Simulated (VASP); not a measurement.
# Sr4NCl8 (a cell with a defect) in VASP: relaxation of the atoms with PBE+D3(BJ)

Aim: the relaxation of the atoms of Sr4NCl8 (a cell with a defect) with PBE+D3(BJ).

Program: VASP 6.6.1. These are calculated values, not measurements. Logs are shortened: lines on timing, memory, paths and dates and some standing lists are left out, and cuts for length are marked.

## (1) The cell of the first run

The cell holds a defect, 13 atoms: a = 6.971 Å, b = 6.971 Å, c = 6.971 Å, α = 90.00°, β = 90.00°, γ = 90.00°.

## (2) Relaxation of the atoms, PBE+D3(BJ), collinear spin, ferromagnetic start

The input, INCAR:

```
SYSTEM = Sr4NCl8
ALGO = Normal
EDIFF = 1E-6
EDIFFG = -0.03
ENCUT = 520
GGA = PE
IBRION = 2
ISIF = 2
ISMEAR = -1
ISPIN = 2
IVDW = 12
KPAR = 2
LASPH = .True.
LCHARG = .False.
LORBIT = 11
LREAL = .False.
LWAVE = .False.
MAGMOM = 0 0 0 0 0 0 0 0 0 0 0 0 1
NELM = 150
NSW = 80
PREC = Accurate
SIGMA = 0.05
```

The input, KPOINTS:

```
k-points
0
Gamma
  2 2 2
  0 0 0
```

The input, POSCAR:

```
Sr4NCl8
1.0
    6.9710000000      0.0000000000      0.0000000000
    0.0000000000      6.9710000000      0.0000000000
    0.0000000000      0.0000000000      6.9710000000
Sr Cl N
4 8 1
Direct
    0.0000000000      0.0000000000      0.0000000000
    0.5000000000      0.5000000000      0.0000000000
    0.5000000000      0.0000000000      0.5000000000
    0.0000000000      0.5000000000      0.5000000000
    0.2500000000      0.2500000000      0.2500000000
    0.7500000000      0.7500000000      0.7500000000
    0.7500000000      0.7500000000      0.2500000000
    0.2500000000      0.2500000000      0.7500000000
    0.7500000000      0.2500000000      0.7500000000
    0.2500000000      0.7500000000      0.2500000000
    0.2500000000      0.7500000000      0.7500000000
    0.7500000000      0.2500000000      0.2500000000
    0.1243362000      0.0092281000      0.4921500000
```

Potentials or basis: VASP PAW PBE potentials, release 64 (Sr_sv, Cl, N).

Launch:

```bash
$ cat potpaw_PBE.64/Sr_sv/POTCAR potpaw_PBE.64/Cl/POTCAR potpaw_PBE.64/N/POTCAR > POTCAR
$ mpirun -np 4 vasp_std > vasp.out
```

OUTCAR:

```text
SYSTEM = Sr4NCl8
   EDIFF = 1E-6
   EDIFFG = -0.03
   ENCUT = 520
   GGA = PE
   IBRION = 2
   ISIF = 2
   ISMEAR = -1
   ISPIN = 2
   IVDW = 12
   LASPH = .True.
   LORBIT = 11
   LREAL = .False.
   NELM = 150
   NSW = 80
   PREC = Accurate
 IVDW          = 12

 ion  position               nearest neighbor table
   1  0.000  0.000  0.000-   5 3.02   6 3.02   7 3.02   8 3.02   9 3.02  10 3.02  11 3.02  12 3.02
                             4 4.93   2 4.93   3 4.93   3 4.93   4 4.93   2 4.93   4 4.93   4 4.93
   2  0.500  0.500  0.000-   5 3.02   6 3.02   7 3.02   8 3.02   9 3.02  10 3.02  11 3.02  12 3.02
                             4 4.93   1 4.93   3 4.93   3 4.93   4 4.93   1 4.93   3 4.93   3 4.93
   3  0.500  0.000  0.500-  13 2.62   6 3.02   7 3.02   8 3.02   9 3.02  10 3.02  11 3.02  12 3.02
                             5 3.02   1 4.93   2 4.93   4 4.93   1 4.93   2 4.93   2 4.93   4 4.93
   4  0.000  0.500  0.500-   5 3.02   6 3.02   7 3.02   8 3.02   9 3.02  10 3.02  11 3.02  12 3.02
                             3 4.93   1 4.93   2 4.93   1 4.93   2 4.93   1 4.93   3 4.93   1 4.93
   5  0.250  0.250  0.250-   1 3.02   2 3.02   3 3.02   4 3.02
   6  0.750  0.750  0.750-   1 3.02   2 3.02   3 3.02   4 3.02
   7  0.750  0.750  0.250-   1 3.02   2 3.02   3 3.02   4 3.02
   8  0.250  0.250  0.750-   1 3.02   2 3.02   3 3.02   4 3.02
   9  0.750  0.250  0.750-   1 3.02   2 3.02   3 3.02   4 3.02
  10  0.250  0.750  0.250-   1 3.02   2 3.02   3 3.02   4 3.02
  11  0.250  0.750  0.750-   1 3.02   2 3.02   3 3.02   4 3.02
  12  0.750  0.250  0.250-   1 3.02   2 3.02   3 3.02   4 3.02
  13  0.124  0.009  0.492-   3 2.62

  LATTYP: Found a simple cubic cell.
 ALAT       =     6.9710000000

  Lattice vectors:

 A1 = (   6.9710000000,   0.0000000000,   0.0000000000)
 A2 = (   0.0000000000,   6.9710000000,   0.0000000000)
 A3 = (   0.0000000000,   0.0000000000,   6.9710000000)

Analysis of symmetry for initial positions (statically):
=====================================================================
 Subroutine PRICEL returns:
 Original cell was already a primitive cell.

 Routine SETGRP: Setting up the symmetry group for a
 simple cubic supercell.

 Subroutine GETGRP returns: Found  1 space group operations
 (whereof  1 operations were pure point group operations)
 out of a pool of 48 trial point group operations.

The static configuration has the point symmetry C_1 .

Analysis of symmetry for dynamics (positions and initial velocities):
=====================================================================
 Subroutine PRICEL returns:
 Original cell was already a primitive cell.

 Routine SETGRP: Setting up the symmetry group for a
 simple cubic supercell.

 Subroutine GETGRP returns: Found  1 space group operations
 (whereof  1 operations were pure point group operations)
 out of a pool of 48 trial point group operations.

[... 157 lines left out ...]

--------------------------------------- Ionic step        1  -------------------------------------------

 number of electron     101.0000019 magnetization       2.9999947

 Free energy of the ion-electron system (eV)
  ---------------------------------------------------
  ext. energy  EPLUGINS =         0.00000000
  ---------------------------------------------------
  free energy    TOTEN  =       -53.60037153 eV

  energy without entropy =      -53.60037068  energy(sigma->0) =      -53.60037110

------------------------ aborting loop because EDIFF is reached ----------------------------------------

 Edisp (eV)   -2.89172

 E8    (eV) :    -1.2346
[... 138 lines left out ...]
  FREE ENERGIE OF THE ION-ELECTRON SYSTEM (eV)
  ---------------------------------------------------
  free  energy   TOTEN  =       -56.7625914877 eV

  energy  without entropy=      -56.7625914847  energy(sigma->0) =      -56.76259149

[... ionic steps 4 to 11 ...]

--------------------------------------- Ionic step       12  -------------------------------------------

 number of electron     101.0000001 magnetization       2.9999999

------------------------ aborting loop because EDIFF is reached ----------------------------------------
[... 97 lines left out ...]
--------------------------------------- Ionic step       14  -------------------------------------------

 number of electron     101.0000002 magnetization       2.9999999

 Free energy of the ion-electron system (eV)
  ---------------------------------------------------
  ext. energy  EPLUGINS =         0.00000000
  ---------------------------------------------------
  free energy    TOTEN  =       -54.05509007 eV

  energy without entropy =      -54.05509007  energy(sigma->0) =      -54.05509007

 E-fermi :   1.6287     XC(G=0):  -8.5415

 val. band max:        0.4704197406   @ k =   0.5000   0.0000   0.5000
 cond. band min:       2.9397719724   @ k =   0.5000   0.0000   0.0000
 fundamental gap:      2.4693522318
 Fermi energy:         1.6287492117

 spin component 1

 k-point     1 :       0.0000    0.0000    0.0000
  band No.  band energies     occupation
      1     -32.5303      1.00000
      2     -32.5250      1.00000
      3     -32.5234      1.00000
      4     -32.3731      1.00000
      5     -14.8466      1.00000
      6     -14.8466      1.00000
[... 509 lines left out ...]
     61       7.8714      0.00000
     62       7.9811      0.00000
 Fermi energy:         1.6287492117

 spin component 2

 k-point     1 :       0.0000    0.0000    0.0000
  band No.  band energies     occupation
      1     -32.5304      1.00000
      2     -32.5251      1.00000
      3     -32.5234      1.00000
      4     -32.3657      1.00000
      5     -14.8404      1.00000
      6     -14.8404      1.00000
[... 553 lines left out ...]
  FREE ENERGIE OF THE ION-ELECTRON SYSTEM (eV)
  ---------------------------------------------------
  free  energy   TOTEN  =       -56.9698249913 eV

  energy  without entropy=      -56.9698249912  energy(sigma->0) =      -56.96982499

 reached required accuracy - stopping structural energy minimisation

 total charge

# of ion       s       p       d       tot
------------------------------------------
    1        1.996   5.774   0.151   7.921
    2        1.998   5.779   0.163   7.940
    3        1.996   5.774   0.150   7.920
    4        1.996   5.774   0.151   7.921
    5        1.593   3.583   0.000   5.176
    6        1.593   3.583   0.000   5.177
    7        1.593   3.583   0.000   5.177
    8        1.593   3.583   0.000   5.176
    9        1.593   3.583   0.000   5.177
   10        1.593   3.583   0.000   5.177
   11        1.593   3.583   0.000   5.177
   12        1.593   3.583   0.000   5.177
   13        1.365   1.945   0.000   3.311
--------------------------------------------------
tot         22.098  53.713   0.614  76.426

 magnetization (x)

# of ion       s       p       d       tot
------------------------------------------
    1       -0.000   0.000   0.000   0.000
    2        0.001   0.003   0.006   0.010
    3       -0.000   0.000   0.000   0.000
    4       -0.000   0.000   0.000   0.000
    5        0.002   0.027   0.000   0.029
    6        0.002   0.027   0.000   0.028
    7        0.002   0.027   0.000   0.028
    8        0.002   0.027   0.000   0.029
    9        0.002   0.027   0.000   0.028
   10        0.002   0.027   0.000   0.029
   11        0.002   0.027   0.000   0.029
   12        0.002   0.027   0.000   0.028
   13        0.037   1.786   0.000   1.824
--------------------------------------------------
tot          0.052   2.004   0.007   2.063
```

CONTCAR:

```text
Sr4NCl8
   1.00000000000000
     6.9710000000000001    0.0000000000000000    0.0000000000000000
     0.0000000000000000    6.9710000000000001    0.0000000000000000
     0.0000000000000000    0.0000000000000000    6.9710000000000001
  Sr              Cl              N
     4     8     1
Direct
     0.0093510215226033    0.0006411470924259    0.9993486660317702
     0.5096855753391164    0.5006770731263926    0.9994240612317348
     0.5093596482689259    0.0006384530661919    0.4994576110833967
     0.0093513716857283    0.5007648297863315    0.4994554799982121
     0.2613938179094885    0.2528983989306352    0.2472061279770054
     0.7574712970535518    0.7484591639584826    0.7516666294528948
     0.7575694103279704    0.7485925011350792    0.2470334585981729
     0.2616238519746044    0.2528772457801436    0.7515955259222528
     0.7575689101178710    0.2530630461032576    0.7515054991049006
     0.2616595704250596    0.7485077251478109    0.2472295180069234
     0.2618492023664309    0.7485134320958498    0.7515878102033715
     0.7574834214353102    0.2528591557933734    0.2472653147728286
     0.0099691015733409    0.0007359279840275    0.4993742976165389

  0.00000000E+00  0.00000000E+00  0.00000000E+00
  0.00000000E+00  0.00000000E+00  0.00000000E+00
  0.00000000E+00  0.00000000E+00  0.00000000E+00
  0.00000000E+00  0.00000000E+00  0.00000000E+00
  0.00000000E+00  0.00000000E+00  0.00000000E+00
  0.00000000E+00  0.00000000E+00  0.00000000E+00
  0.00000000E+00  0.00000000E+00  0.00000000E+00
  0.00000000E+00  0.00000000E+00  0.00000000E+00
  0.00000000E+00  0.00000000E+00  0.00000000E+00
  0.00000000E+00  0.00000000E+00  0.00000000E+00
  0.00000000E+00  0.00000000E+00  0.00000000E+00
  0.00000000E+00  0.00000000E+00  0.00000000E+00
  0.00000000E+00  0.00000000E+00  0.00000000E+00
```

Run time: 10 min. Hardware: 4 MPI ranks of Intel Xeon 6975P-C (Granite Rapids), shared host; peak memory 0.43 GiB.

Results:

```
Free energy                                           : -56.9698 eV
Energy gained by relaxing                             : 36.7 meV/atom
Ionic steps                                           : 14
Pressure after relaxing                               : 0.4 GPa
Largest force after relaxing                          : 0.009 eV/Å
Band gap on the k mesh                                : 2.47 eV
Net moment                                            : 3.00 μB per cell
Site moments                                          : Sr +0.00, +0.01 (each value once); Cl +0.03; N +1.82 μB
Valence electrons inside the program's atomic spheres : Sr 7.92, 7.94 (each value once); Cl 5.18; N 3.31
Dispersion energy per atom                            : -0.224 eV
```

Forces in eV/Å, atoms in the order of the input:
```
Sr   0.006  0.002  0.000
Sr  -0.005 -0.002  0.002
Sr   0.003  0.003 -0.002
Sr   0.006  0.000 -0.002
Cl   0.009  0.000 -0.001
Cl  -0.004  0.003 -0.003
Cl  -0.008 -0.002  0.004
Cl   0.006  0.001  0.001
Cl  -0.008 -0.003  0.002
Cl   0.005 -0.001 -0.001
Cl   0.000 -0.001  0.001
Cl  -0.009  0.001 -0.002
N   -0.003 -0.001  0.001
```

Step by step:
| step | energy change (eV) | largest force (eV/Å) | pressure (GPa) |
| --- | --- | --- | --- |
| 1 | 0.0000 | 1.2879 | 1.08 |
| 2 | -0.1402 | 1.0008 | 0.88 |
| 3 | -0.2705 | 0.4778 | 0.67 |
| 4 | -0.2713 | 0.5042 | 0.67 |
| 5 | -0.3125 | 0.4529 | 0.61 |
| 6 | -0.4020 | 0.3143 | 0.48 |
| 7 | -0.4408 | 0.2494 | 0.45 |
| 8 | -0.4517 | 0.1615 | 0.43 |
| 9 | -0.4692 | 0.1021 | 0.38 |
| 10 | -0.4714 | 0.0909 | 0.37 |
| 11 | -0.4747 | 0.0574 | 0.37 |
| 12 | -0.4761 | 0.0812 | 0.37 |
| 13 | -0.4764 | 0.0534 | 0.37 |
| 14 | -0.4777 | 0.0089 | 0.37 |

Final structure:
```cif
data_structure
_symmetry_space_group_name_H-M 'P 1'
_symmetry_Int_Tables_number 1
_cell_length_a 6.9710
_cell_length_b 6.9710
_cell_length_c 6.9710
_cell_angle_alpha 90.000
_cell_angle_beta 90.000
_cell_angle_gamma 90.000
_cell_volume 338.75
loop_
_atom_site_label
_atom_site_type_symbol
_atom_site_fract_x
_atom_site_fract_y
_atom_site_fract_z
_atom_site_occupancy
Sr1 Sr 0.00935 0.00064 0.99935 1
Sr2 Sr 0.50969 0.50068 0.99942 1
Sr3 Sr 0.50936 0.00064 0.49946 1
Sr4 Sr 0.00935 0.50076 0.49946 1
Cl1 Cl 0.26139 0.25290 0.24721 1
Cl2 Cl 0.75747 0.74846 0.75167 1
Cl3 Cl 0.75757 0.74859 0.24703 1
Cl4 Cl 0.26162 0.25288 0.75160 1
Cl5 Cl 0.75757 0.25306 0.75151 1
Cl6 Cl 0.26166 0.74851 0.24723 1
Cl7 Cl 0.26185 0.74851 0.75159 1
Cl8 Cl 0.75748 0.25286 0.24727 1
N1 N 0.00997 0.00074 0.49937 1
```

Levels at points of the mesh, in eV from the valence-band top:
Spin up:
```tsv
k point	band 49	band 50	band 51	band 52	band 53	band 54	band 55	band 56
(0.00, 0.00, 0.00)	-0.15	-0.14	-0.10	-0.10	5.29	5.40	5.41	5.94
(0.50, 0.00, 0.00)	-0.23	-0.20	-0.19	-0.19	5.96	6.17	6.26	6.30
(0.00, 0.50, 0.00)	-0.23	-0.20	-0.19	-0.19	5.96	6.17	6.26	6.29
(0.00, 0.00, 0.50)	-0.23	-0.20	-0.19	-0.19	5.96	6.17	6.26	6.29
(0.50, 0.50, 0.00)	-0.39	-0.30	-0.30	0.00	6.19	6.21	6.21	6.61
(0.00, 0.50, 0.50)	-0.39	-0.30	-0.30	0.00	6.19	6.21	6.21	6.61
(0.50, 0.00, 0.50)	-0.39	-0.30	-0.30	0.00	6.19	6.21	6.21	6.61
(0.50, 0.50, 0.50)	-1.10	-0.31	-0.31	-0.31	6.62	6.63	6.63	6.64
```
Spin down:
```csv
k point,band 45,band 46,band 47,band 48,band 49,band 50,band 51,band 52,band 53,band 54
"(0.00, 0.00, 0.00)",-0.47,-0.47,-0.08,-0.08,-0.08,2.74,2.74,2.74,5.30,5.42
"(0.50, 0.00, 0.00)",-0.42,-0.41,-0.38,-0.19,-0.18,2.47,2.73,2.73,5.97,6.17
"(0.00, 0.50, 0.00)",-0.42,-0.41,-0.38,-0.19,-0.18,2.47,2.73,2.73,5.97,6.18
"(0.00, 0.00, 0.50)",-0.42,-0.41,-0.38,-0.19,-0.18,2.47,2.73,2.73,5.97,6.18
"(0.50, 0.50, 0.00)",-1.14,-0.37,-0.36,-0.36,-0.35,2.68,2.69,2.89,6.20,6.22
"(0.00, 0.50, 0.50)",-1.14,-0.37,-0.36,-0.36,-0.36,2.69,2.69,2.89,6.20,6.22
"(0.50, 0.00, 0.50)",-1.14,-0.37,-0.36,-0.36,-0.35,2.68,2.69,2.89,6.20,6.22
"(0.50, 0.50, 0.50)",-1.13,-1.13,-1.09,-1.09,-0.97,2.68,2.68,2.69,6.62,6.63
```

Caveat: the k points lie up to 0.45 Å⁻¹ apart.
